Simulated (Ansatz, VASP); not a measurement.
**Two plane-wave programs on LiF**

Contents of INCAR:

```
PREC = Accurate ; ENCUT = 520
EDIFF = 1E-6 ; ISMEAR = 0
SIGMA = 0.02 ; LREAL = F
LASPH = T ; NELM = 100
ALGO = Normal ; ISIF = 2
LWAVE = F ; LCHARG = T
GGA = PE ; LELF = T
LVHAR = T ; NBANDS = 12
```

Contents of KPOINTS:

```
Automatic mesh
0
Gamma
  10 10 10
```

POSCAR

```
LiF
1.0
    0.0000000000      1.9487029751      1.9487029751
    1.9487029751      0.0000000000      1.9487029751
    1.9487029751      1.9487029751      0.0000000000
Li F
1 1
Direct
    0.0000000000      0.0000000000      0.0000000000
    0.5000000000      0.5000000000      0.5000000000
```

Input for Ansatz:

```yaml
crystal:
  lattice:
    - [0.0, 1.9487029751, 1.9487029751]
    - [1.9487029751, 0.0, 1.9487029751]
    - [1.9487029751, 1.9487029751, 0.0]
  atoms:
    - { symbol: Li, position: [0.0, 0.0, 0.0] }
    - { symbol: F, position: [0.5, 0.5, 0.5] }
basis:
  ecutwfc: 420
kpoints:
  mp_grid: { grid: [10, 10, 10] }
hamiltonian:
  xc: pbe
scf:
  occupations: { method: gaussian, width: 0.02 }
output:
  forces: true
  stress: true
  eigenvalues: true
```

Alike in both runs: task single point; functional PBE; k mesh 10 × 10 × 10; occupations gaussian, width 0.02 eV; no spin polarisation.

|  | VASP | Ansatz |
| --- | --- | --- |
| version | VASP 6.6.1 | Ansatz 0.2.0 |
| potentials or method | VASP PAW PBE potentials, release 64 (Li_sv, F), cutoff 520 eV | scalar-relativistic, plane waves, PAW |
| valence electrons in the cell | 10 | 10 |

|  | VASP | Ansatz | Ansatz less VASP |
| --- | --- | --- | --- |
| gap on the k mesh at the Fermi level (eV) | 10.02 | 10.02 | 0.000 |
| least direct gap on the mesh (eV) | 10.02 | 10.02 | 0.000 |

Noted on VASP's run: the cutoff is short for stress, so the pressure is rough.
